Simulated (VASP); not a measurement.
Te3As2, 10 atoms in the cell. Symmetry: C2/m, No. 12, monoclinic system. Conventional cell: a = 14.357 Å, b = 4.020 Å, c = 9.899 Å, α = 90.00°, β = 95.11°, γ = 90.00°. Within 3.8 Å of Te (site symmetry m) lie 3 As at 2.74 to 2.99 Å and 3 Te at 3.69 to 3.76 Å. Within 3.5 Å of Te (site symmetry m) lie 5 As at 2.65 to 3.26 Å. Within 3.8 Å of Te (site symmetry m) lie 3 As at 2.76 to 2.82 Å and 3 Te at 3.74 to 3.76 Å. As (site symmetry m) has 6 Te at 2.76 to 2.99 Å within 3.6 Å. As (site symmetry m) has 5 Te at 2.65 to 3.26 Å and 1 As at 3.56 Å within 3.6 Å. 

```yaml
Program: VASP 6.6.1
Task: single point
Functional: r2SCAN
Potentials_or_basis: VASP PAW PBE potentials, release 64 (Te, As)
Cutoff: 520 eV
k_mesh: 6 × 6 × 2
Occupations: gaussian, width 0.1 eV
Spin: no spin polarisation
Dipole_correction: no
Further_INCAR_settings: ALGO = Normal; EDIFF = 1e-06; NBANDS = 39
```

Potentials or basis: VASP PAW PBE potentials, release 64 (Te, As).

Command:

```sh
$ cat potpaw_PBE.64/Te/POTCAR potpaw_PBE.64/As/POTCAR > POTCAR
$ cp INCAR.step1 INCAR
$ mpirun -np 1 vasp_std > vasp.out
$ cp INCAR.step2 INCAR
$ mpirun -np 1 vasp_std > vasp.out
```

Hardware: 1 thread of Intel(R) Xeon(R) 6975P-C (Granite Rapids) (shared host).

Problem. Estimate the wall time of this run.

Solution. Wall time 14 min on 1 thread of Intel(R) Xeon(R) 6975P-C (Granite Rapids), on a shared host, peak memory 0.72 GiB. Counts: k points 26.
